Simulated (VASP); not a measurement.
Cu3O2, 5 atoms in the cell. It takes space group I4/mmm (No. 139, tetragonal). Conventional cell: a = 4.046 Å, b = 4.046 Å, c = 7.347 Å, α = 90.00°, β = 90.00°, γ = 90.00°. Cu (site symmetry 4/mmm) has 4 O at 2.02 Å and 8 Cu at 2.73 Å within 2.8 Å. Within 2.4 Å of Cu (site symmetry -4m2) lie 2 O at 1.84 Å. O (site symmetry mmm) has 4 Cu at 1.84 to 2.02 Å within 2.4 Å. 

* Program: VASP 6.6.1
* Task: relaxation of cell and atoms
* Functional: revPBE
* Potentials or basis: VASP PAW PBE potentials, release 64 (Cu, O)
* Cutoff: 600 eV
* k mesh: 9 × 9 × 9
* Occupations: fermi-dirac, width 0.05 eV
* Spin: no spin polarisation
* Dipole correction: no
* Further INCAR settings: ALGO = Normal; EDIFF = 1e-06; IBRION = 2; EDIFFG = -0.01; NSW = 60; ISIF = 3

Potentials or basis: VASP PAW PBE potentials, release 64 (Cu, O).

The run is started by

```bash
$ cat potpaw_PBE.64/Cu/POTCAR potpaw_PBE.64/O/POTCAR > POTCAR
$ mpirun -np 1 vasp_std > vasp.out
```

Hardware: 1 thread of AMD EPYC 7R32 (Zen 2) (shared host).

Q: Estimate the wall time of this run.

A: Run time: 21 min on 1 thread of AMD EPYC 7R32 (Zen 2) (shared host), peak memory 0.28 GiB. Counts: scf iterations 64, k points 75, ion steps 6.
